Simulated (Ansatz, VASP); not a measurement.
One calculation of Y3Cl, two programs

```xyz
4
Lattice="4.8898 0.0000 0.0000 0.0000 4.8898 0.0000 0.0000 0.0000 4.8898" Properties=species:S:1:pos:R:3 pbc="T T T"
Y     0.0000    2.4449    2.4449
Y     2.4449    0.0000    2.4449
Y     2.4449    2.4449    0.0000
Cl    0.0000    0.0000    0.0000
```

Alike in both runs: functional PBE; k mesh 4 × 4 × 4; occupations gaussian, width 0.1 eV; no spin polarisation.

Ansatz relaxed the structure, and its values are those at the end. VASP's run is a single point on that final structure, the one shown.

|  | VASP | Ansatz |
| --- | --- | --- |
| version | VASP 6.6.1 | Ansatz 0.2.0 |
| potentials or method | VASP PAW PBE potentials, release 64 (Y_sv, Cl), cutoff 520 eV | scalar-relativistic, plane waves, PAW |
| valence electrons in the cell | 40 | 40 |

```tsv
	VASP	Ansatz	Ansatz less VASP
gap on the k mesh at the Fermi level (eV)	none	none	-
pressure (GPa)	0.1	0.2	+0.07
```

A gap of «none» marks a metal or a gap that the smearing closes.
